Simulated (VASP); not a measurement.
# Fe5Si3 (I4/mcm) in VASP: single point with r2SCAN

Aim: the single point of Fe5Si3 with r2SCAN.

Program: VASP 6.6.1. These are calculated values, not measurements. Logs are shortened: lines on timing, memory, paths and dates and some standing lists are left out, and cuts for length are marked.

## 1. The cell of the first run

The structure is tetragonal, space group I4/mcm (No. 140). Conventional cell: a = 8.994 Å, b = 8.994 Å, c = 4.581 Å, α = 90.00°, β = 90.00°, γ = 90.00°. Si (site symmetry 422) has 2 Si at 2.29 Å and 8 Fe at 2.40 Å within 3.0 Å. Si (site symmetry m2m) has 10 Fe at 2.35 to 2.63 Å and 2 Si at 3.06 Å within 3.1 Å. Fe (site symmetry -42m) has 10 Fe at 2.29 to 2.82 Å and 4 Si at 2.45 Å within 3.0 Å. Fe (site symmetry m) has 6 Si at 2.35 to 2.63 Å and 9 Fe at 2.58 to 2.99 Å within 3.1 Å.

## 2. Single point, r2SCAN

Contents of POSCAR:

```
Fe5Si3
1.0
    0.0000000000      0.0000000000      4.5809222600
    4.4967826800     -4.4967826800      2.2904606400
    4.4967826800      4.4967826800     -2.2904606400
Si Fe
6 10
Direct
    0.2500000000      0.0000000000      0.0000000000
    0.7500000000      0.0000000000      0.0000000000
    0.6700000000      0.5000000000      0.8400000000
    0.1700000000      0.1600000000      0.5000000000
    0.3300000000      0.5000000000      0.1600000000
    0.8300000000      0.8400000000      0.5000000000
    0.7500000000      0.5000000000      0.5000000000
    0.2500000000      0.5000000000      0.5000000000
    0.2230000000      0.8510000000      0.2970000000
    0.0740000000      0.7030000000      0.8510000000
    0.7770000000      0.1490000000      0.7030000000
    0.9260000000      0.2970000000      0.1490000000
    0.2770000000      0.2970000000      0.8510000000
    0.4260000000      0.8510000000      0.7030000000
    0.7230000000      0.7030000000      0.1490000000
    0.5740000000      0.1490000000      0.2970000000
```

Contents of INCAR.step1:

```
  PREC = Accurate
  ENCUT = 520
  ISMEAR = 0
  SIGMA = 0.0116
  LREAL = Auto
  LASPH = T
  NELM = 100
  NBANDS = 66
  GGA = PE
  ALGO = Normal
  EDIFF = 1E-4
  LWAVE = T
  LCHARG = F
```

Contents of INCAR.step2:

```
  PREC = Accurate
  ENCUT = 520
  EDIFF = 1E-6
  ISMEAR = 0
  SIGMA = 0.0116
  LREAL = Auto
  LASPH = T
  NELM = 100
  ALGO = Normal
  ISIF = 2
  LWAVE = F
  LCHARG = T
  METAGGA = R2SCAN
  LMIXTAU = T
  LELF = T
  LVHAR = T
  NBANDS = 66
  ISTART = 1
```

Contents of KPOINTS:

```
Automatic mesh
0
Gamma
  6 6 6
```

Potentials or basis: VASP PAW PBE potentials, release 64 (Si, Fe).

Run with:

```bash
$ cat potpaw_PBE.64/Si/POTCAR potpaw_PBE.64/Fe/POTCAR > POTCAR
$ cp INCAR.step1 INCAR
$ mpirun -np 1 vasp_std > vasp.out
$ cp INCAR.step2 INCAR
$ mpirun -np 1 vasp_std > vasp.out
```

OUTCAR:

```text
PREC = Accurate
   ENCUT = 520
   EDIFF = 1E-6
   ISMEAR = 0
   LREAL = Auto
   LASPH = T
   NELM = 100
   ISIF = 2
   METAGGA = R2SCAN
   ISTART = 1

 ion  position               nearest neighbor table
   1  0.250  0.000  0.000-   2 2.29   2 2.29  13 2.40   9 2.40  14 2.40  10 2.40  16 2.40  12 2.40
                            11 2.40  15 2.40
   2  0.750  0.000  0.000-   1 2.29   1 2.29  15 2.40  11 2.40  16 2.40  12 2.40  14 2.40  10 2.40
                             9 2.40  13 2.40
   3  0.670  0.500  0.840-  15 2.35  12 2.35  11 2.40  14 2.40   7 2.45   8 2.45  13 2.63  10 2.63
                            10 2.63  13 2.63   5 3.06   5 3.06
   4  0.170  0.160  0.500-   9 2.35  14 2.35  13 2.40  12 2.40   8 2.45   7 2.45  11 2.63  16 2.63
                            16 2.63  11 2.63   6 3.06   6 3.06
   5  0.330  0.500  0.160-  13 2.35  10 2.35   9 2.40  16 2.40   8 2.45   7 2.45  15 2.63  12 2.63
                            12 2.63  15 2.63   3 3.06   3 3.06
   6  0.830  0.840  0.500-  11 2.35  16 2.35  15 2.40  10 2.40   7 2.45   8 2.45   9 2.63  14 2.63
                            14 2.63   9 2.63   4 3.06   4 3.06
   7  0.750  0.500  0.500-   8 2.29   8 2.29   3 2.45   6 2.45   5 2.45   4 2.45  15 2.82  11 2.82
                            16 2.82  12 2.82  14 2.82  10 2.82   9 2.82  13 2.82
   8  0.250  0.500  0.500-   7 2.29   7 2.29   4 2.45   5 2.45   3 2.45   6 2.45  13 2.82   9 2.82
                            14 2.82  10 2.82  16 2.82  12 2.82  11 2.82  15 2.82
   9  0.223  0.851  0.297-   4 2.35   5 2.40   1 2.40   2 2.40  14 2.58   6 2.63   6 2.63  15 2.65
                            15 2.65   8 2.82   7 2.82  16 2.97  16 2.97  10 2.99  12 2.99
  10  0.074  0.703  0.851-   5 2.35   6 2.40   1 2.40   2 2.40  13 2.58   3 2.63   3 2.63  14 2.65
                            14 2.65   8 2.82   7 2.82  15 2.97  15 2.97   9 2.99  11 2.99
  11  0.777  0.149  0.703-   6 2.35   3 2.40   2 2.40   1 2.40  16 2.58   4 2.63   4 2.63  13 2.65
                            13 2.65   7 2.82   8 2.82  14 2.97  14 2.97  12 2.99  10 2.99
  12  0.926  0.297  0.149-   3 2.35   4 2.40   2 2.40   1 2.40  15 2.58   5 2.63   5 2.63  16 2.65
                            16 2.65   7 2.82   8 2.82  13 2.97  13 2.97  11 2.99   9 2.99
  13  0.277  0.297  0.851-   5 2.35   4 2.40   1 2.40   2 2.40  10 2.58   3 2.63   3 2.63  11 2.65
                            11 2.65   8 2.82   7 2.82  12 2.97  12 2.97  14 2.99  16 2.99
  14  0.426  0.851  0.703-   4 2.35   3 2.40   1 2.40   2 2.40   9 2.58   6 2.63   6 2.63  10 2.65
                            10 2.65   8 2.82   7 2.82  11 2.97  11 2.97  13 2.99  15 2.99
  15  0.723  0.703  0.149-   3 2.35   6 2.40   2 2.40   1 2.40  12 2.58   5 2.63   5 2.63   9 2.65
                             9 2.65   7 2.82   8 2.82  10 2.97  10 2.97  16 2.99  14 2.99
  16  0.574  0.149  0.297-   6 2.35   5 2.40   2 2.40   1 2.40  11 2.58   4 2.63   4 2.63  12 2.65
                            12 2.65   7 2.82   8 2.82   9 2.97   9 2.97  15 2.99  13 2.99

  LATTYP: Found a body centered tetragonal cell.
 ALAT       =     8.9935653600
 C/A-ratio  =     0.5093555311

  Lattice vectors:
[... 177 lines left out ...]
   EFERMI_NEDOS =   21; number of points for ismear=-14 and -15
   IALGO  =     38    algorithm
   IMIX   =      4    mixing-type and parameters
     AMIX     =   0.40;   BMIX     =  1.00
     AMIX_MAG =   1.60;   BMIX_MAG =  1.00
  volume/ion in A,a.u.               =      11.58        78.14
  Fermi-wavevector in a.u.,A,eV,Ry     =   1.350487  2.552050 24.814507  1.823815
  Thomas-Fermi vector in A             =   2.477987
   LORBIT       =      0    0 simple, 1 ext, 2 COOP (PROOUT), +10 PAW based schemes
   METAGGA = R2SCAN    functional components
   LHFCALC =     F    Hartree Fock is set to
   AEXX    =    0.0000 exact exchange contribution
   IVDW    =     0    specifies the selected vdW correction
   LEPSILON=     F    determine dielectric tensor
   LRPA    =     F    only Hartree local field effects (RPA)
 non-spin polarized calculation
 Gauss-broadening in eV      SIGMA  =   0.01
  energy-cutoff  :      520.00
  volume of cell :      185.26
 maximum number of plane-waves:      5016
 NGX is ok and might be reduce to    36
   NGX = 17   NGY = 25   NGZ = 25

 number of electron     103.9999972 magnetization

 Free energy of the ion-electron system (eV)
  ---------------------------------------------------
  ext. energy  EPLUGINS =         0.00000000
  ---------------------------------------------------
  free energy    TOTEN  =      -194.21406092 eV

  energy without entropy =     -194.21332043  energy(sigma->0) =     -194.21369067

 E-fermi :   8.3139     XC(G=0): -13.6772

 val. band max:        8.3064212938   @ k =   0.0000   0.3333   0.3333
 cond. band min:       8.3166015778   @ k =   0.0000   0.3333   0.3333
 fundamental gap:      0.0101802841
 Fermi energy:         8.3138671293

 k-point     1 :       0.0000    0.0000    0.0000
  band No.  band energies     occupation
      1      -4.9533      2.00000
      2      -2.3156      2.00000
      3      -1.5155      2.00000
      4      -0.4597      2.00000
      5      -0.4597      2.00000
      6       1.4638      2.00000
[... 1597 lines left out ...]
     63       9.9773      0.00000
     64      10.3092      0.00000

 [... further k-points ...]

 [bands above 64 left out]

------------------------ aborting loop because EDIFF is reached ----------------------------------------

  FORCE on cell =-STRESS in cart. coord.  units (eV):
  Direction    XX          YY          ZZ          XY          YZ          ZX
  --------------------------------------------------------------------------------------
  -------------------------------------------------------------------------------------
  Total      -27.8126958    -27.8126958    -15.7491570      0.0000000     -0.0000030      0.0000000
  in kB     -240.5287265   -240.5287265   -136.2012770      0.0000000     -0.0000262      0.0000000
  external PRESSURE =    -205.7529100 kB  Pullay stress =       0.0000000 kB

 VOLUME and BASIS-vectors are now :
 -----------------------------------------------------------------------------
  energy-cutoff  :      520.00
  volume of cell :      185.26
      direct lattice vectors                 reciprocal lattice vectors
     0.000000000  0.000000000  4.580922260     0.000000000  0.111190584  0.218296654
     4.496782680 -4.496782680  2.290460640     0.111190608 -0.111190608  0.000000000
     4.496782680  4.496782680 -2.290460640     0.111190608  0.111190608  0.000000000

 POSITION                                       TOTAL-FORCE (eV/Angst)
 -----------------------------------------------------------------------------------
      0.00000      0.00000      1.14523        -0.000000     -0.000000     -0.000000
      0.00000      0.00000      3.43569        -0.000000     -0.000000     -0.000000
      6.02569      1.52891      2.29046        -0.349158     -0.349158     -0.000000
      2.96788      1.52891      0.00000         0.349158     -0.349158     -0.000000
      2.96788     -1.52891      2.29046         0.349158      0.349158      0.000000
      6.02569     -1.52891      4.58092        -0.349158      0.349158      0.000000
[... 8 lines left out ...]
      3.83126     -2.49122      4.58092        -0.108036     -0.393430     -0.000000
      2.00557      0.66552      2.29046        -0.393430      0.108036      0.000000
 -----------------------------------------------------------------------------------
    total drift:                                0.000000      0.000000      0.000000

  FREE ENERGIE OF THE ION-ELECTRON SYSTEM (eV)
  ---------------------------------------------------
  free  energy   TOTEN  =      -194.2140609209 eV

  energy  without entropy=     -194.2133204287  energy(sigma->0) =     -194.21369067
```

Wall time 40 min (1 thread of AMD EPYC 7R43 (Zen 3), shared host); peak memory 0.42 GiB.

What came out:

```
Free energy            : -194.2141 eV
Pressure               : -20.6 GPa
Largest force          : 0.494 eV/Å
Band gap on the k mesh : zero (band 52 reaches 8.41 eV, above the bottom of band 53 at 8.19 eV)
```

Forces on the atoms (eV/Å):
```
Si   0.000  0.000  0.000
Si   0.000  0.000  0.000
Si  -0.349 -0.349  0.000
Si   0.349 -0.349  0.000
Si   0.349  0.349  0.000
Si  -0.349  0.349  0.000
Fe   0.000  0.000  0.000
Fe   0.000  0.000  0.000
Fe   0.108 -0.393  0.000
Fe   0.393  0.108  0.000
Fe  -0.108  0.393  0.000
Fe  -0.393 -0.108  0.000
Fe   0.108  0.393  0.000
Fe   0.393 -0.108  0.000
Fe  -0.108 -0.393  0.000
Fe  -0.393  0.108  0.000
```

Levels at points of the mesh, in eV from the Fermi level:
| k point | band 50 | band 51 | band 52 | band 53 | band 54 | band 55 |
| --- | --- | --- | --- | --- | --- | --- |
| (0.00, 0.00, 0.00) | -0.05 | 0.02 | 0.10 | 0.15 | 0.15 | 0.17 |
| (0.50, 0.00, 0.00) | -0.34 | -0.17 | -0.17 | -0.04 | -0.04 | 0.12 |
| (0.00, 0.50, 0.00) | -0.09 | -0.07 | 0.04 | 0.06 | 0.07 | 0.17 |
| (0.00, 0.50, 0.50) | -0.42 | 0.07 | 0.07 | 0.08 | 0.18 | 0.34 |

Caveat: the PAW data sets were made with another functional, which shifts forces and pressure a little.
